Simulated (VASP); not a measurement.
# TiO2 (I4_1/amd) in VASP: further runs, part 3 of 3

VASP 6.6.1. The steps go on from the part before.

## (4) Single point, PBEsol

This run uses another cell than the first one, of 10.90 Å³/atom.

The input, INCAR:

```
SYSTEM = TiO2
PREC = Accurate
ENCUT = 520
EDIFF = 1E-6
ISMEAR = 0
SIGMA = 0.01
LREAL = .False.
LASPH = .True.
NELM = 80
ALGO = Normal
ISIF = 2
LWAVE = .False.
LCHARG = .False.
GGA = PS
NBANDS = 33
```

The input, KPOINTS:

```
Automatic mesh
0
Gamma
  8 8 8
  0 0 0
```

The input, POSCAR:

```
TiO2
1.0
   -1.8665279463      1.8665279463      4.6930042805
    1.8665279463     -1.8665279463      4.6930042805
    1.8665279463      1.8665279463     -4.6930042805
Ti O
2 4
Direct
    0.0000000000      0.0000000000      0.0000000000
    0.7500000000      0.2500000000      0.5000000000
    0.2081000000      0.2081000000      0.0000000000
    0.9581000000      0.4581000000      0.5000000000
    0.5419000000      0.0419000000      0.5000000000
    0.7919000000      0.7919000000      0.0000000000
```

Potentials or basis: VASP PAW PBE potentials, release 64 (Ti_sv, O).

Started as:

```console
$ cat potpaw_PBE.64/Ti_sv/POTCAR potpaw_PBE.64/O/POTCAR > POTCAR
$ mpirun -np 1 vasp_std > vasp.out
```

OUTCAR:

```text
SYSTEM = TiO2
   PREC = Accurate
   ENCUT = 520
   EDIFF = 1E-6
   ISMEAR = 0
   LREAL = .False.
   LASPH = .True.
   NELM = 80
   ISIF = 2
   GGA = PS

 ion  position               nearest neighbor table
   1  0.000  0.000  0.000-   5 1.91   4 1.91   5 1.91   4 1.91   3 1.95   6 1.95
   2  0.750  0.250  0.500-   6 1.91   3 1.91   6 1.91   3 1.91   4 1.95   5 1.95
   3  0.208  0.208  0.000-   2 1.91   2 1.91   1 1.95
   4  0.958  0.458  0.500-   1 1.91   1 1.91   2 1.95
   5  0.542  0.042  0.500-   1 1.91   1 1.91   2 1.95
   6  0.792  0.792  0.000-   2 1.91   2 1.91   1 1.95

  LATTYP: Found a body centered tetragonal cell.
 ALAT       =     3.7330558926
 C/A-ratio  =     2.5142962846

  Lattice vectors:

 A1 = (  -1.8665279463,   1.8665279463,   4.6930042805)
 A2 = (   1.8665279463,  -1.8665279463,   4.6930042805)
 A3 = (   1.8665279463,   1.8665279463,  -4.6930042805)

Analysis of symmetry for initial positions (statically):
=====================================================================
 Subroutine PRICEL returns:
 Original cell was already a primitive cell.

 Routine SETGRP: Setting up the symmetry group for a
 body centered tetragonal supercell.

 Subroutine GETGRP returns: Found 16 space group operations
 (whereof  8 operations were pure point group operations)
 out of a pool of 16 trial point group operations.

The static configuration has the point symmetry D_2d.
 The point group associated with its full space group is D_4h.

Analysis of symmetry for dynamics (positions and initial velocities):
=====================================================================
 Subroutine PRICEL returns:
 Original cell was already a primitive cell.

 Routine SETGRP: Setting up the symmetry group for a
 body centered tetragonal supercell.

 Subroutine GETGRP returns: Found 16 space group operations
 (whereof  8 operations were pure point group operations)
 out of a pool of 16 trial point group operations.
[... 131 lines left out ...]
  volume/ion in A,a.u.               =      10.90        73.56
  Fermi-wavevector in a.u.,A,eV,Ry     =   1.476710  2.790578 29.669856  2.180673
  Thomas-Fermi vector in A             =   2.591204
   LORBIT       =      0    0 simple, 1 ext, 2 COOP (PROOUT), +10 PAW based schemes
   GGA     = PS    functional components
   LHFCALC =     F    Hartree Fock is set to
   AEXX    =    0.0000 exact exchange contribution
   IVDW    =     0    specifies the selected vdW correction
   LEPSILON=     F    determine dielectric tensor
   LRPA    =     F    only Hartree local field effects (RPA)
 non-spin polarized calculation
 Gauss-broadening in eV      SIGMA  =   0.01
  energy-cutoff  :      520.00
  volume of cell :       65.40
 maximum number of plane-waves:      1798
   NGX = 19   NGY = 19   NGZ = 19

 number of electron      47.9999997 magnetization

 Free energy of the ion-electron system (eV)
  ---------------------------------------------------
  ext. energy  EPLUGINS =         0.00000000
  ---------------------------------------------------
  free energy    TOTEN  =       -56.13935696 eV

  energy without entropy =      -56.13935696  energy(sigma->0) =      -56.13935696

 E-fermi :   3.6588     XC(G=0): -11.2318

 val. band max:        3.6157781307   @ k =   0.5000   0.5000   0.0000
 cond. band min:       5.7968923986   @ k =   0.0000   0.0000   0.0000
 fundamental gap:      2.1811142680
 Fermi energy:         3.6587564559

 k-point     1 :       0.0000    0.0000    0.0000
  band No.  band energies     occupation
      1     -52.3108      2.00000
      2     -52.2348      2.00000
      3     -28.9677      2.00000
      4     -28.6791      2.00000
      5     -28.6791      2.00000
      6     -28.5924      2.00000
[... 853 lines left out ...]
     32      10.7230      0.00000
     33      11.3154      0.00000

 [... further k-points ...]

------------------------ aborting loop because EDIFF is reached ----------------------------------------

  FORCE on cell =-STRESS in cart. coord.  units (eV):
  Direction    XX          YY          ZZ          XY          YZ          ZX
  --------------------------------------------------------------------------------------
  -------------------------------------------------------------------------------------
  Total        3.6137947      3.6137947      4.2742244      0.0000000     -0.0000000      0.0000000
  in kB       88.5307451     88.5307451    104.7099542      0.0000000     -0.0000000      0.0000000
  external PRESSURE =      93.9238148 kB  Pullay stress =       0.0000000 kB

 VOLUME and BASIS-vectors are now :
 -----------------------------------------------------------------------------
  energy-cutoff  :      520.00
  volume of cell :       65.40
      direct lattice vectors                 reciprocal lattice vectors
    -1.866527946  1.866527946  4.693004281     0.000000000  0.267877050  0.106541561
     1.866527946 -1.866527946  4.693004281     0.267877050  0.000000000  0.106541561
     1.866527946  1.866527946 -4.693004281     0.267877050  0.267877050  0.000000000

 POSITION                                       TOTAL-FORCE (eV/Angst)
 -----------------------------------------------------------------------------------
      0.00000      0.00000      0.00000         0.000000      0.000000      0.000000
     -0.00000      1.86653      2.34650         0.000000      0.000000      0.000000
      0.00000      0.00000      1.95323         0.000000     -0.000000      0.269784
      0.00000      1.86653      4.29973        -0.000000      0.000000      0.269784
      0.00000      1.86653      0.39327        -0.000000      0.000000     -0.269784
      0.00000      0.00000      7.43278         0.000000     -0.000000     -0.269784
 -----------------------------------------------------------------------------------
    total drift:                                0.000000      0.000000     -0.000000

  FREE ENERGIE OF THE ION-ELECTRON SYSTEM (eV)
  ---------------------------------------------------
  free  energy   TOTEN  =       -56.1393569566 eV

  energy  without entropy=      -56.1393569566  energy(sigma->0) =      -56.13935696
```

OSZICAR:

```text
N       E                     dE             d eps       ncg     rms          rms(c)
DAV:   1     0.661781760841E+03    0.66178E+03   -0.24204E+04  3894   0.170E+03
DAV:   2     0.274666013362E+02   -0.63432E+03   -0.58718E+03  4269   0.510E+02
DAV:   3    -0.668888947723E+02   -0.94355E+02   -0.92532E+02  5387   0.191E+02
DAV:   4    -0.718632760461E+02   -0.49744E+01   -0.49646E+01  5793   0.415E+01
DAV:   5    -0.720457189121E+02   -0.18244E+00   -0.18242E+00  5009   0.634E+00    0.339E+01
DAV:   6    -0.561359331228E+02    0.15910E+02   -0.70120E+01  5419   0.890E+01    0.105E+01
DAV:   7    -0.562983856161E+02   -0.16245E+00   -0.12867E+01  5124   0.296E+01    0.102E+01
DAV:   8    -0.561192035970E+02    0.17918E+00   -0.73709E-01  5348   0.895E+00    0.466E+00
DAV:   9    -0.561563029219E+02   -0.37099E-01   -0.37313E-01  5570   0.508E+00    0.160E+00
DAV:  10    -0.561416520009E+02    0.14651E-01   -0.88286E-02  5217   0.369E+00    0.650E-01
DAV:  11    -0.561393922700E+02    0.22597E-02   -0.12943E-02  5408   0.711E-01    0.943E-02
DAV:  12    -0.561394393058E+02   -0.47036E-04   -0.60665E-04  4934   0.238E-01    0.100E-01
DAV:  13    -0.561393643299E+02    0.74976E-04   -0.47192E-04  5381   0.288E-01    0.275E-02
DAV:  14    -0.561393565975E+02    0.77324E-05   -0.36386E-05  5314   0.715E-02    0.445E-03
DAV:  15    -0.561393569566E+02   -0.35911E-06   -0.35143E-06  4601   0.129E-02
   1 F= -.56139357E+02 E0= -.56139357E+02  d E =-.648979E-12
```

Run time: 6.4 min. Hardware: 1 thread of Intel Xeon 8259CL, shared host; peak memory 0.26 GiB.

Results:

* Free energy: -56.1394 eV
* Pressure: 9.4 GPa
* Largest force: 0.270 eV/Å
* Band gap on the k mesh: 2.18 eV (least direct gap 2.48 eV)

Forces in eV/Å, atoms in the order of the input:
```
Ti   0.000  0.000  0.000
Ti   0.000  0.000  0.000
O    0.000  0.000  0.270
O    0.000  0.000  0.270
O    0.000  0.000 -0.270
O    0.000  0.000 -0.270
```

Stress tensor (GPa, compression positive):
```
 8.85  0.00  0.00
 0.00  8.85  0.00
 0.00  0.00 10.47
```

Levels at points of the mesh, in eV from the valence-band top:
```
           k point  band 21  band 22  band 23  band 24  band 25  band 26  band 27  band 28
(0.00, 0.00, 0.00)    -0.69    -0.69    -0.47    -0.47     2.18     3.01     4.24     4.24
(0.50, 0.00, 0.00)    -2.02    -1.00    -0.74    -0.60     3.42     3.77     3.79     3.91
(0.50, 0.50, 0.00)    -2.13    -2.13     0.00     0.00     3.55     3.55     4.07     4.07
(0.50, 0.50, 0.50)    -1.24    -1.24    -0.06    -0.06     2.58     2.58     4.01     4.01
```

Caveat: the cell stands under pressure; the PAW data sets were made with another functional, which shifts forces and pressure a little.

## (5) Single point, PBEsol

This run uses another cell than the first one, of 11.35 Å³/atom.

The input, INCAR:

```
  ALGO = Normal
  EDIFF = 1E-7
  ENCUT = 520
  GGA = PS
  ISIF = 2
  ISMEAR = 0
  LASPH = True
  LCHARG = False
  LREAL = False
  LWAVE = False
  NBANDS = 33
  NELM = 100
  PREC = Accurate
  SIGMA = 0.01
```

The input, KPOINTS:

```
k-points
0
Gamma
  8 8 8
```

Changes to POSCAR since step 4:

```diff
@@ -2,5 +2,5 @@
 1.0
-   -1.8665279463      1.8665279463      4.6930042805
-    1.8665279463     -1.8665279463      4.6930042805
-    1.8665279463      1.8665279463     -4.6930042805
+   -1.8921000000      1.8921000000      4.7573000000
+    1.8921000000     -1.8921000000      4.7573000000
+    1.8921000000      1.8921000000     -4.7573000000
 Ti O
```

Started as:

```console
$ cat potpaw_PBE.64/Ti_sv/POTCAR potpaw_PBE.64/O/POTCAR > POTCAR
$ mpirun -np 1 vasp_std > vasp.out
```

Wall time 8.5 min (1 thread of Intel Xeon 8259CL, shared host); peak memory 0.28 GiB.

The run converged. Its results:

```yaml
Free_energy: -56.2173 eV
Pressure: -0.4 GPa
Largest_force: 0.012 eV/Å
Band_gap_on_the_k_mesh: 2.09 eV (least direct gap 2.40 eV)
```

Forces on the atoms (eV/Å):
```
Ti   0.000  0.000  0.000
Ti   0.000  0.000  0.000
O    0.000  0.000  0.012
O    0.000  0.000  0.012
O    0.000  0.000 -0.012
O    0.000  0.000 -0.012
```

Stress tensor (GPa, compression positive):
```
-0.71  0.00  0.00
 0.00 -0.71  0.00
 0.00  0.00  0.29
```

Levels at points of the mesh, in eV from the valence-band top:
```
           k point  band 21  band 22  band 23  band 24  band 25  band 26  band 27  band 28
(0.00, 0.00, 0.00)    -0.73    -0.73    -0.44    -0.44     2.09     2.86     4.01     4.01
(0.50, 0.00, 0.00)    -1.96    -0.93    -0.81    -0.60     3.24     3.56     3.58     3.69
(0.50, 0.50, 0.00)    -2.06    -2.06     0.00     0.00     3.36     3.36     3.85     3.85
(0.50, 0.50, 0.50)    -1.24    -1.24    -0.08    -0.08     2.46     2.46     3.79     3.79
```

Caveat: the PAW data sets were made with another functional, which shifts forces and pressure a little. As with any semilocal functional, this PBEsol gap is likely too small.

## (6) Single point, PBEsol

This run uses another cell than the first one, of 11.81 Å³/atom.

The input, INCAR:

```
PREC = Accurate
ENCUT = 520
EDIFF = 1E-7
ISMEAR = 0
SIGMA = 0.01
LREAL = False
LASPH = True
NELM = 100
ALGO = Normal
ISIF = 2
LWAVE = False
LCHARG = False
GGA = PS
NBANDS = 33
```

The input, KPOINTS:

```
regular mesh
0
Gamma
  8 8 8
```

Changes to POSCAR since step 5:

```diff
@@ -2,5 +2,5 @@
 1.0
-   -1.8921000000      1.8921000000      4.7573000000
-    1.8921000000     -1.8921000000      4.7573000000
-    1.8921000000      1.8921000000     -4.7573000000
+   -1.9169989080      1.9169989080      4.8199032318
+    1.9169989080     -1.9169989080      4.8199032318
+    1.9169989080      1.9169989080     -4.8199032318
 Ti O
```

Potentials or basis: VASP PAW PBE potentials, release 64 (Ti_sv, O).

Started as:

```console
$ cat potpaw_PBE.64/Ti_sv/POTCAR potpaw_PBE.64/O/POTCAR > POTCAR
$ mpirun -np 1 vasp_std > vasp.out
```

It took 8.5 min on 1 thread of Intel Xeon 8259CL, shared host; peak memory 0.29 GiB.

The run converged. Its results:

```
Free energy            : -56.1452 eV
Pressure               : -8.3 GPa
Largest force          : 0.210 eV/Å
Band gap on the k mesh : 2.01 eV (least direct gap 2.31 eV)
```

Forces on the atoms (eV/Å):
```
Ti   0.000  0.000  0.000
Ti   0.000  0.000  0.000
O    0.000  0.000 -0.210
O    0.000  0.000 -0.210
O    0.000  0.000  0.210
O    0.000  0.000  0.210
```

Stress tensor (GPa, compression positive):
```
-8.44  0.00  0.00
 0.00 -8.44  0.00
 0.00  0.00 -7.96
```

Levels at points of the mesh, in eV from the valence-band top:
```
           k point  band 21  band 22  band 23  band 24  band 25  band 26  band 27  band 28
(0.00, 0.00, 0.00)    -0.76    -0.73    -0.41    -0.41     2.01     2.71     3.79     3.79
(0.50, 0.00, 0.00)    -1.87    -0.87    -0.86    -0.61     3.08     3.37     3.39     3.48
(0.50, 0.50, 0.00)    -1.99    -1.99    -0.01    -0.01     3.18     3.18     3.64     3.64
(0.50, 0.50, 0.50)    -1.24    -1.24    -0.10    -0.10     2.35     2.35     3.58     3.58
```

Caveat: the cell stands under tension; the PAW data sets were made with another functional, which shifts forces and pressure a little. Expect the measured gap to be larger: semilocal functionals such as PBEsol lack the derivative discontinuity.

## (7) Summary

| cell | gap on the mesh (eV) | pressure (GPa) | largest force (eV/Å) |
| --- | --- | --- | --- |
| a = 5.231 Å, angles 139.4, 139.4, 58.7°, 6 atoms | 2.34 | 36.3 | 0.92 |
| a = 5.309 Å, angles 139.4, 139.4, 58.7°, 6 atoms | 2.27 | 21.4 | 0.57 |
| a = 5.384 Å, angles 139.4, 139.4, 58.7°, 6 atoms | 2.18 | 9.4 | 0.27 |
| a = 5.458 Å, angles 139.4, 139.4, 58.7°, 6 atoms | 2.09 | -0.4 | 0.01 |
| a = 5.530 Å, angles 139.4, 139.4, 58.7°, 6 atoms | 2.01 | -8.3 | 0.21 |

Alike in all rows: task single point; level PBEsol; potentials or basis VASP PAW PBE potentials, release 64 (Ti_sv, O); no spin polarisation; k mesh 8 × 8 × 8; cutoff (eV) 520; smearing gaussian 0.01 eV.

Caveats: the PAW data sets were made with another functional, which shifts forces and pressure a little; the cell stands under pressure (at least some runs); the cell stands under tension (at least some runs).

Absolute energies hang on the potentials; compare differences alone.
